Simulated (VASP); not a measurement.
# Cr (Fd-3m) in VASP: notebook

Cr is run at these levels: BLYP; tasks: single point.

Everything below comes from runs of VASP 6.6.1. Logs are shortened: lines on timing, memory, paths and dates and some standing lists are left out, and cuts for length are marked.

## 1. The cell of the first run

It takes space group Fd-3m (No. 227, cubic). The conventional cell has a = 5.629 Å, b = 5.629 Å, c = 5.629 Å, α = 90.00°, β = 90.00°, γ = 90.00°. Within 3.2 Å of Cr (site symmetry -43m) lie 4 Cr at 2.44 Å.

## 2. Single point, BLYP, collinear spin, antiferromagnetic start (volume scaled by 1.08)

The input, INCAR:

```
  PREC = Accurate
  ENCUT = 520
  EDIFF = 1E-6
  ISMEAR = -1
  SIGMA = 0.05
  LREAL = False
  LASPH = True
  NELM = 150
  ALGO = Normal
  ISIF = 2
  LWAVE = False
  LCHARG = False
  ISPIN = 2
  MAGMOM = 2.632 -2.632
  LORBIT = 11
  LMAXMIX = 4
  GGA = B5
  ALDAX = 1.0
  AGGAX = 1.0
  AGGAC = 1.0
  ALDAC = 0.0
  NBANDS = 23
```

The input, KPOINTS:

```
regular mesh
0
Gamma
  11 11 11
```

The input, POSCAR:

```
Cr
1.0
    0.0000000000      2.8145543892      2.8145543892
    2.8145543892      0.0000000000      2.8145543892
    2.8145543892      2.8145543892      0.0000000000
Cr
2
Direct
    0.1250000000      0.1250000000      0.1250000000
    0.8750000000      0.8750000000      0.8750000000
```

Potentials or basis: VASP PAW PBE potentials, release 64 (Cr_pv).

The run is started by

```console
$ cat potpaw_PBE.64/Cr_pv/POTCAR > POTCAR
$ mpirun -np 1 vasp_std > vasp.out
```

OUTCAR:

```text
PREC = Accurate
   ENCUT = 520
   EDIFF = 1E-6
   ISMEAR = -1
   LREAL = False
   LASPH = True
   NELM = 150
   ISIF = 2
   ISPIN = 2
   LORBIT = 11
   GGA = B5

 ion  position               nearest neighbor table
   1  0.125  0.125  0.125-   2 2.44   2 2.44   2 2.44   2 2.44
   2  0.875  0.875  0.875-   1 2.44   1 2.44   1 2.44   1 2.44

  LATTYP: Found a face centered cubic cell.
 ALAT       =     5.6291087784

  Lattice vectors:

 A1 = (   0.0000000000,   2.8145543892,   2.8145543892)
 A2 = (   2.8145543892,   0.0000000000,   2.8145543892)
 A3 = (   2.8145543892,   2.8145543892,   0.0000000000)

Analysis of symmetry for initial positions (statically):
=====================================================================
 Subroutine PRICEL returns:
 Original cell was already a primitive cell.

 Routine SETGRP: Setting up the symmetry group for a
 face centered cubic supercell.

 Subroutine GETGRP returns: Found 48 space group operations
 (whereof 12 operations were pure point group operations)
 out of a pool of 48 trial point group operations.

The static configuration has the point symmetry D_3d.
 The point group associated with its full space group is O_h .

Analysis of symmetry for dynamics (positions and initial velocities):
=====================================================================
 Subroutine PRICEL returns:
 Original cell was already a primitive cell.

 Routine SETGRP: Setting up the symmetry group for a
 face centered cubic supercell.

 Subroutine GETGRP returns: Found 48 space group operations
 (whereof 12 operations were pure point group operations)
 out of a pool of 48 trial point group operations.

The dynamic configuration has the point symmetry D_3d.
 The point group associated with its full space group is O_h .

Analysis of structural, dynamic, and magnetic symmetry:
=====================================================================
 Subroutine PRICEL returns:
 Original cell was already a primitive cell.

 Routine SETGRP: Setting up the symmetry group for a
 face centered cubic supercell.

 Subroutine GETGRP returns: Found 48 space group operations
 (whereof 12 operations were pure point group operations)
 out of a pool of 48 trial point group operations.

The overall configuration has the point symmetry D_3d.
 The point group associated with its full space group is O_h .

 Subroutine INISYM returns: Found 48 space group operations
 (whereof 12 operations are pure point group operations),
 and found     1 'primitive' translations

----------------------------------------------------------------------------------------

                                     Primitive cell

  volume of cell :      44.5922

  direct lattice vectors                    reciprocal lattice vectors
     0.000000000  2.814554389  2.814554389    -0.177648015  0.177648015  0.177648015
     2.814554389  0.000000000  2.814554389     0.177648015 -0.177648015  0.177648015
     2.814554389  2.814554389  0.000000000     0.177648015  0.177648015 -0.177648015

  length of vectors
     3.980380989  3.980380989  3.980380989     0.307695388  0.307695388  0.307695388

  position of ions in fractional coordinates (direct lattice)
     0.125000000  0.125000000  0.125000000
     0.875000000  0.875000000  0.875000000

  ion indices of the primitive-cell ions
   primitive index   ion index
                 1           1
                 2           2

----------------------------------------------------------------------------------------

 KPOINTS: regular mesh

Automatic generation of k-mesh.
 Grid dimensions read from file:
 generate k-points for:   11   11   11

 Generating k-lattice:

  Cartesian coordinates                     Fractional coordinates (reciprocal lattice)
    -0.016149820  0.016149820  0.016149820     0.090909091  0.000000000  0.000000000
     0.016149820 -0.016149820  0.016149820     0.000000000  0.090909091  0.000000000
     0.016149820  0.016149820 -0.016149820     0.000000000  0.000000000  0.090909091

  Length of vectors
     0.027972308  0.027972308  0.027972308

  Shift w.r.t. Gamma in fractional coordinates (k-lattice)
     0.000000000  0.000000000  0.000000000

 Subroutine IBZKPT returns following result:
 ===========================================

 Found     56 irreducible k-points:

 Following reciprocal coordinates:
            Coordinates               Weight
  0.000000  0.000000  0.000000      1.000000
  0.090909  0.000000  0.000000      8.000000
  0.181818  0.000000  0.000000      8.000000
  0.272727  0.000000  0.000000      8.000000
  0.363636  0.000000  0.000000      8.000000
  0.454545  0.000000  0.000000      8.000000
[... 16 lines left out ...]
 -0.272727  0.181818  0.000000     24.000000
 -0.181818  0.181818  0.000000     12.000000
 [... further k-points ...]
   k-points           NKPTS =     56   k-points in BZ     NKDIM =     56   number of bands    NBANDS=     23
   number of dos      NEDOS =    301   number of ions     NIONS =      2
   total plane-waves  NPLWV =  27000
   dimension x,y,z NGX =    30 NGY =   30 NGZ =   30
   dimension x,y,z NGXF=    60 NGYF=   60 NGZF=   60
   ions per type =               2
   NGX,Y,Z   is equivalent  to a cutoff of  12.53, 12.53, 12.53 a.u.
   NGXF,Y,Z  is equivalent  to a cutoff of  25.06, 25.06, 25.06 a.u.
 SYSTEM =  unknown system
   PREC   = accura    normal or accurate (medium, high low for compatibility)
   ISTART =      0    job   : 0-new  1-cont  2-samecut
   ICHARG =      2    charge: 1-file 2-atom 10-const
   ISPIN  =      2    spin polarized calculation?
   LNONCOLLINEAR =      F non collinear calculations
   LSORBIT =      F    spin-orbit coupling
   LASPH  =      T    aspherical Exc in radial PAW
   ENCUT  =  520.0 eV  38.22 Ry    6.18 a.u.   7.40  7.40  7.40*2*pi/ulx,y,z
   NELM   =    150;   NELMIN=  2; NELMDL= -5     # of ELM steps
   EDIFF  = 0.1E-05   stopping-criterion for ELM
   LREAL  =      F    real-space projection
   EDIFFG = 0.1E-04   stopping-criterion for IOM
   NSW    =      0    number of steps for IOM
   IBRION =     -1    ionic relax: 0-MD 1-quasi-New 2-CG
   NFREE  =      0    steps in history (QN), initial steepest desc. (CG)
   ISIF   =      2    stress and relaxation
   ISYM   =      2    0-nonsym 1-usesym 2-fastsym
   POTIM  = 0.5000    time-step for ionic-motion
   TEBEG  =    0.0;   TEEND  =   0.0 temperature during run
   PSTRESS=    0.0 pullay stress
   NELECT =      24.0000    total number of electrons
   NUPDOWN=      -1.0000    fix difference up-down
   EMIN   =  10.00;   EMAX   =-10.00  energy-range for DOS
   EFERMI =   0.00;   METHOD = LEGACY
   ISMEAR =    -1;   SIGMA  =   0.05  broadening in eV -4-tet -1-fermi 0-gaus
   EFERMI_NEDOS =   21; number of points for ismear=-14 and -15
   IALGO  =     38    algorithm
   IMIX   =      4    mixing-type and parameters
     AMIX     =   0.40;   BMIX     =  1.00
     AMIX_MAG =   1.60;   BMIX_MAG =  1.00
  volume/ion in A,a.u.               =      22.30       150.46
  Fermi-wavevector in a.u.,A,eV,Ry     =   1.331657  2.516466 24.127340  1.773309
  Thomas-Fermi vector in A             =   2.460651
   LORBIT       =     11    0 simple, 1 ext, 2 COOP (PROOUT), +10 PAW based schemes
   GGA     = B5    functional components
   LHFCALC =     F    Hartree Fock is set to
   AEXX    =    0.0000 exact exchange contribution
   IVDW    =     0    specifies the selected vdW correction
   LEPSILON=     F    determine dielectric tensor
   LRPA    =     F    only Hartree local field effects (RPA)
 spin polarized calculation
  energy-cutoff  :      520.00
  volume of cell :       44.59
 maximum number of plane-waves:      1243
 NGX is ok and might be reduce to    30
   NGX = 15   NGY = 15   NGZ = 15

 number of electron      24.0000007 magnetization      -0.0000000

 number of electron      24.0000007 magnetization       0.0000000

 Free energy of the ion-electron system (eV)
  ---------------------------------------------------
  ext. energy  EPLUGINS =         0.00000000
  ---------------------------------------------------
  free energy    TOTEN  =       -13.69302705 eV

  energy without entropy =      -13.68497733  energy(sigma->0) =      -13.68900219

 E-fermi :   4.1913     XC(G=0):  -9.2177

 val. band max:        4.1875278876   @ k =  -0.4545   0.0909   0.0000
 cond. band min:       4.1923357322   @ k =  -0.4545   0.4545   0.0000
 fundamental gap:      0.0048078446
 Fermi energy:         4.1912537758

 spin component 1

 k-point     1 :       0.0000    0.0000    0.0000
  band No.  band energies     occupation
      1     -38.7830      1.00000
      2     -38.7830      1.00000
      3     -38.7830      1.00000
      4     -35.7959      1.00000
      5     -35.7959      1.00000
      6     -35.7959      1.00000
[... 15 lines left out ...]
     22      15.7289      0.00000
     23      15.9941      0.00000

 k-point     2 :       0.0909    0.0000    0.0000
  band No.  band energies     occupation
      1     -38.7835      1.00000
      2     -38.7835      1.00000
      3     -38.7832      1.00000
      4     -35.7964      1.00000
      5     -35.7955      1.00000
      6     -35.7955      1.00000
[... 15 lines left out ...]
     22      14.9838      0.00000
     23      16.2636      0.00000

 k-point     3 :       0.1818    0.0000    0.0000
  band No.  band energies     occupation
      1     -38.7847      1.00000
      2     -38.7847      1.00000
      3     -38.7837      1.00000
      4     -35.7978      1.00000
      5     -35.7943      1.00000
      6     -35.7943      1.00000
[... 15 lines left out ...]
     22      14.9548      0.00000
     23      15.7443      0.00000
[... 495 lines left out ...]
 k-point    23 :      -0.2727    0.1818    0.0000
  band No.  band energies     occupation
      1     -38.7934      1.00000
      2     -38.7878      1.00000
      3     -38.7802      1.00000
      4     -35.8041      1.00000
      5     -35.7913      1.00000
      6     -35.7884      1.00000
[... 15 lines left out ...]
     22      14.7558      0.00000
     23      14.9549      0.00000

 k-point    24 :      -0.1818    0.1818    0.0000
  band No.  band energies     occupation
      1     -38.7906      1.00000
      2     -38.7862      1.00000
      3     -38.7814      1.00000
      4     -35.8018      1.00000
      5     -35.7929      1.00000
      6     -35.7902      1.00000
[... 15 lines left out ...]
     22      14.9548      0.00000
     23      15.1817      0.00000

 [... further k-points ...]

 spin component 2

 k-point     1 :       0.0000    0.0000    0.0000
  band No.  band energies     occupation
      1     -38.7830      1.00000
      2     -38.7830      1.00000
      3     -38.7830      1.00000
      4     -35.7959      1.00000
      5     -35.7959      1.00000
      6     -35.7959      1.00000
[... 15 lines left out ...]
     22      15.7289      0.00000
     23      15.9941      0.00000

 k-point     2 :       0.0909    0.0000    0.0000
  band No.  band energies     occupation
      1     -38.7835      1.00000
      2     -38.7835      1.00000
      3     -38.7832      1.00000
      4     -35.7964      1.00000
      5     -35.7955      1.00000
      6     -35.7955      1.00000
[... 15 lines left out ...]
     22      14.9838      0.00000
     23      16.2636      0.00000

 k-point     3 :       0.1818    0.0000    0.0000
  band No.  band energies     occupation
      1     -38.7847      1.00000
      2     -38.7847      1.00000
      3     -38.7837      1.00000
      4     -35.7978      1.00000
      5     -35.7943      1.00000
      6     -35.7943      1.00000
[... 15 lines left out ...]
     22      14.9548      0.00000
     23      15.7443      0.00000
[... 495 lines left out ...]
 k-point    23 :      -0.2727    0.1818    0.0000
  band No.  band energies     occupation
      1     -38.7934      1.00000
      2     -38.7878      1.00000
      3     -38.7802      1.00000
      4     -35.8041      1.00000
      5     -35.7913      1.00000
      6     -35.7884      1.00000
[... 15 lines left out ...]
     22      14.7558      0.00000
     23      14.9549      0.00000

 k-point    24 :      -0.1818    0.1818    0.0000
  band No.  band energies     occupation
      1     -38.7906      1.00000
      2     -38.7862      1.00000
      3     -38.7814      1.00000
      4     -35.8018      1.00000
      5     -35.7929      1.00000
      6     -35.7902      1.00000
[... 15 lines left out ...]
     22      14.9548      0.00000
     23      15.1817      0.00000

 [... further k-points ...]
[... 5 lines left out ...]
  --------------------------------------------------------------------------------------
  -------------------------------------------------------------------------------------
  Total       -0.5034670     -0.5034670     -0.5034670     -0.0000000     -0.0000000      0.0000000
  in kB      -18.0893366    -18.0893366    -18.0893366     -0.0000000     -0.0000000      0.0000000
  external PRESSURE =     -18.0893366 kB  Pullay stress =       0.0000000 kB

 VOLUME and BASIS-vectors are now :
 -----------------------------------------------------------------------------
  energy-cutoff  :      520.00
  volume of cell :       44.59
      direct lattice vectors                 reciprocal lattice vectors
     0.000000000  2.814554389  2.814554389    -0.177648015  0.177648015  0.177648015
     2.814554389  0.000000000  2.814554389     0.177648015 -0.177648015  0.177648015
     2.814554389  2.814554389  0.000000000     0.177648015  0.177648015 -0.177648015

 POSITION                                       TOTAL-FORCE (eV/Angst)
 -----------------------------------------------------------------------------------
      0.70364      0.70364      0.70364         0.000000      0.000000      0.000000
      4.92547      4.92547      4.92547        -0.000000     -0.000000     -0.000000
 -----------------------------------------------------------------------------------
    total drift:                               -0.000000      0.000000      0.000000

  FREE ENERGIE OF THE ION-ELECTRON SYSTEM (eV)
  ---------------------------------------------------
  free  energy   TOTEN  =       -13.6930270472 eV

  energy  without entropy=      -13.6849773302  energy(sigma->0) =      -13.68900219

 total charge

# of ion       s       p       d       tot
------------------------------------------
    1        0.379   6.103   4.296  10.778
    2        0.379   6.103   4.296  10.778
--------------------------------------------------
tot          0.758  12.206   8.592  21.556

 magnetization (x)

# of ion       s       p       d       tot
------------------------------------------
    1        0.047  -0.048   3.058   3.056
    2       -0.047   0.048  -3.058  -3.056
--------------------------------------------------
tot          0.000   0.000   0.000   0.000
```

Wall time 1.8 min (1 thread of Intel Xeon Platinum 8488C (Sapphire Rapids), shared host); peak memory 0.23 GiB.

What came out:

* Free energy: -13.6930 eV
* Pressure: -1.8 GPa
* Net moment: 0.00 μB per cell
* Site moments: Cr +3.06, -3.06 μB
* Valence electrons inside the program's atomic spheres: Cr 10.78

Levels at points of the mesh, in eV from the Fermi level:
Spin up:
| k point | band 9 | band 10 | band 11 | band 12 | band 13 | band 14 | band 15 | band 16 |
| --- | --- | --- | --- | --- | --- | --- | --- | --- |
| (0.00, 0.00, 0.00) | -0.90 | -0.85 | -0.85 | -0.85 | 1.78 | 1.78 | 1.78 | 3.25 |
Spin down:
```tsv
k point	band 8	band 9	band 10	band 11	band 12	band 13	band 14	band 15	band 16	band 17
(0.00, 0.00, 0.00)	-0.90	-0.90	-0.85	-0.85	-0.85	1.78	1.78	1.78	3.25	3.25
```

Caveat: the PAW data sets were made with another functional, which shifts forces and pressure a little.

## 3. Single point, BLYP, collinear spin, antiferromagnetic start (volume scaled by 1.12)

The input, INCAR:

```
PREC = Accurate ; ENCUT = 520
EDIFF = 1E-7 ; ISMEAR = -1
SIGMA = 0.05 ; LREAL = False
LASPH = True ; NELM = 150
ALGO = Normal ; ISIF = 2
LWAVE = False ; LCHARG = False
ISPIN = 2 ; MAGMOM = 2.632 -2.632
LORBIT = 11 ; LMAXMIX = 4
GGA = B5 ; ALDAX = 1.0
AGGAX = 1.0 ; AGGAC = 1.0
ALDAC = 0.0 ; NBANDS = 23
```

KPOINTS is that of step 2.

The input, POSCAR:

```
Cr
1.0
    0.0000000000      2.8488816063      2.8488816063
    2.8488816063      0.0000000000      2.8488816063
    2.8488816063      2.8488816063      0.0000000000
Cr
2
Direct
    0.1250000000      0.1250000000      0.1250000000
    0.8750000000      0.8750000000      0.8750000000
```

Potentials or basis: VASP PAW PBE potentials, release 64 (Cr_pv).

The run is started by

```console
$ cat potpaw_PBE.64/Cr_pv/POTCAR > POTCAR
$ mpirun -np 1 vasp_std > vasp.out
```

Run time: 96 s. Hardware: 1 thread of Intel Xeon Platinum 8488C (Sapphire Rapids), shared host; peak memory 0.23 GiB.

Results (log left out):

* Free energy: -13.6710 eV
* Pressure: -2.5 GPa
* Net moment: 0.00 μB per cell
* Site moments: Cr +3.14, -3.14 μB
* Valence electrons inside the program's atomic spheres: Cr 10.75

Levels at points of the mesh, in eV from the Fermi level:
Spin up:
| k point | band 10 | band 11 | band 12 | band 13 | band 14 | band 15 |
| --- | --- | --- | --- | --- | --- | --- |
| (0.00, 0.00, 0.00) | -0.81 | -0.81 | -0.81 | 1.83 | 1.83 | 1.83 |
Spin down:
```csv
k point,band 8,band 9,band 10,band 11,band 12,band 13,band 14,band 15,band 16,band 17
"(0.00, 0.00, 0.00)",-0.83,-0.83,-0.81,-0.81,-0.81,1.83,1.83,1.83,3.25,3.25
```

Caveat: the PAW data sets were made with another functional, which shifts forces and pressure a little.
